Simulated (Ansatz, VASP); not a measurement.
## Two plane-wave programs on CaO

POSCAR

```
CaO
1.0
    0.0000000000      2.4212870273      2.4212870273
    2.4212870273      0.0000000000      2.4212870273
    2.4212870273      2.4212870273      0.0000000000
Ca O
1 1
Direct
    0.0000000000      0.0000000000      0.0000000000
    0.5000000000      0.5000000000      0.5000000000
```

The input INCAR.step1:

```
SYSTEM = CaO
ALGO     = Normal         ! electronic algorithm
EDIFF    = 1E-5           ! SCF threshold, eV
ENCUT    = 910            ! plane-wave cutoff, eV
GGA      = PE             ! functional
GGA_COMPAT= .FALSE.      
ISMEAR   = 0              ! smearing method
LASPH    = .TRUE.         ! aspherical terms in the spheres
LCHARG   = .FALSE.        ! write CHGCAR
LREAL    = .FALSE.        ! projectors in reciprocal space
LWAVE    = .TRUE.         ! write WAVECAR
NBANDS   = 15             ! bands
NELM     = 120            ! most SCF steps
PREC     = Accurate       ! precision mode
SIGMA    = 0.01           ! smearing width, eV
```

INCAR.step2

```
SYSTEM = CaO
ALGO     = Normal         ! electronic algorithm
EDIFF    = 1E-6           ! SCF threshold, eV
ENCUT    = 910            ! plane-wave cutoff, eV
GGA_COMPAT= .FALSE.      
ISIF     = 2              ! what is computed and relaxed
ISMEAR   = 0              ! smearing method
ISTART   = 1            
LASPH    = .TRUE.         ! aspherical terms in the spheres
LCHARG   = .FALSE.        ! write CHGCAR
LMIXTAU  = .TRUE.       
LREAL    = .FALSE.        ! projectors in reciprocal space
LWAVE    = .FALSE.        ! write WAVECAR
METAGGA  = R2SCAN         ! meta-GGA
NBANDS   = 15             ! bands
NELM     = 120            ! most SCF steps
PREC     = Accurate       ! precision mode
SIGMA    = 0.01           ! smearing width, eV
```

File KPOINTS:

```
k-points
0
G
  8 8 8
  0 0 0
```

Input for Ansatz:

```yaml
crystal:
  lattice:
    - [0.0, 2.4212870273, 2.4212870273]
    - [2.4212870273, 0.0, 2.4212870273]
    - [2.4212870273, 2.4212870273, 0.0]
  atoms:
    - { symbol: Ca, position: [0.0, 0.0, 0.0] }
    - { symbol: O, position: [0.5, 0.5, 0.5] }
kpoints:
  mp_grid: { grid: [8, 8, 8] }
hamiltonian:
  xc: r2scan
scf:
  occupations: { method: fixed }
  n_extra_bands: 4
output:
  forces: true
  stress: true
  eigenvalues: true
```

Alike in both runs: task single point; functional r2SCAN; k mesh 8 × 8 × 8; no spin polarisation.

|  | VASP | Ansatz |
| --- | --- | --- |
| version | VASP 6.6.1 | Ansatz 0.2.0 |
| potentials or method | VASP PAW PBE potentials, release 64 (Ca_sv, O_h) | plane waves, PAW |
| plane-wave cutoff (eV) | 910 | 500 |
| occupations | gaussian, width 0.01 eV | fixed |
| valence electrons in the cell | 16 | 16 |

```tsv
	VASP	Ansatz	Ansatz less VASP
gap on the k mesh at the Fermi level (eV)	4.20	4.20	+0.006
```

VASP's potentials were made for PBE, not for r2SCAN.

Noted on VASP's run: the cutoff is short for stress, so the pressure is rough.
